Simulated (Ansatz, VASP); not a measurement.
## Ga4SbP3 in VASP and in Ansatz

```
P Sb Ga
1.0
     3.97574    0.00000    0.00000
     0.00000    3.98093    5.62870
     0.00000   -3.98093    5.62870
P Sb Ga
3 1 4
Cartesian
  0.0000 0.0000 0.0128
  1.9879 -1.9905 2.8115
  1.9879 1.9905 2.8115
  0.0000 0.0000 5.6295
  1.9879 0.0000 9.8687
  0.0000 2.0971 7.1067
  0.0000 -2.0971 7.1067
  1.9879 0.0000 4.0536
```

Alike in both runs: task single point; functional r2SCAN; k mesh 6 × 4 × 4; occupations fermi-dirac, width 0.02 eV; no spin polarisation.

|  | VASP | Ansatz |
| --- | --- | --- |
| version | VASP 6.6.1 | Ansatz 0.2.0 |
| potentials or method | VASP PAW PBE potentials, release 64 (P, Sb, Ga_d) | plane waves, PAW |
| plane-wave cutoff (eV) | 520 | 500 |
| valence electrons in the cell | 72 | 82 |

Ansatz gave:

| Item | Value |
| --- | --- |
| pressure (GPa) | 0.0 |
| rms of the force components (eV/Å) | 0.001 |

Task: Which values does VASP return?

Result: Pressure (GPa): 0.0; rms of the force components (eV/Å): 0.007.

VASP's potentials were made for PBE, not for r2SCAN. Atom by atom the forces differ by 0.007 eV/Å (rms over components). VASP's potentials hold 72 valence electrons a cell and Ansatz's 82, so a difference there can come from the potentials and not from the codes.

Neither program's run includes spin-orbit coupling.
